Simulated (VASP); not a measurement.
Write the native input for VASP 6.6.1 that does the following.

```yaml
Task: single point
Functional: PBEsol
Potentials_or_basis: VASP PAW PBE potentials, release 64 (Al, Cu)
Cutoff: 600 eV
k_mesh: 7 × 7 × 7
Occupations: methfessel-paxton, width 0.05 eV
Spin: no spin polarisation
Dipole_correction: no
Further_INCAR_settings: ALGO = Normal; EDIFF = 1e-06; NBANDS = 14
```

The structure of AlCu lies in POSCAR:

```
AlCu
1.0
    2.9604955890      0.0000000000      0.0000000000
    0.0000000000      2.9604955890      0.0000000000
    0.0000000000      0.0000000000      2.9604955890
Al Cu
1 1
Direct
    0.0000000000      0.0000000000      0.0000000000
    0.5000000000      0.5000000000      0.5000000000
```

One way to write it, as run:

INCAR

```
ALGO = Normal
EDIFF = 1E-6
ENCUT = 600
GGA = PS
GGA_COMPAT = False
ISIF = 2
ISMEAR = 1
LASPH = True
LCHARG = True
LELF = True
LREAL = False
LVHAR = True
LWAVE = False
NBANDS = 14
NELM = 120
PREC = Accurate
SIGMA = 0.05
```

KPOINTS

```
k-points
0
Gamma
  7 7 7
```

Potentials or basis: VASP PAW PBE potentials, release 64 (Al, Cu).

The run is started by

```console
$ cat potpaw_PBE.64/Al/POTCAR potpaw_PBE.64/Cu/POTCAR > POTCAR
$ mpirun -np 1 vasp_std > vasp.out
```

Results of the run:

```yaml
Pressure: 0.8 GPa
Band_gap_on_the_k_mesh: zero (band 7 reaches 13.35 eV, above the bottom of band 8 at 8.99 eV)
```

Caveat: the PAW data sets were made with another functional, which shifts forces and pressure a little.

Run time: 4.4 s on 1 thread of Intel(R) Xeon(R) Platinum 8559C (Emerald Rapids), with other jobs on the host, peak memory 0.13 GiB.
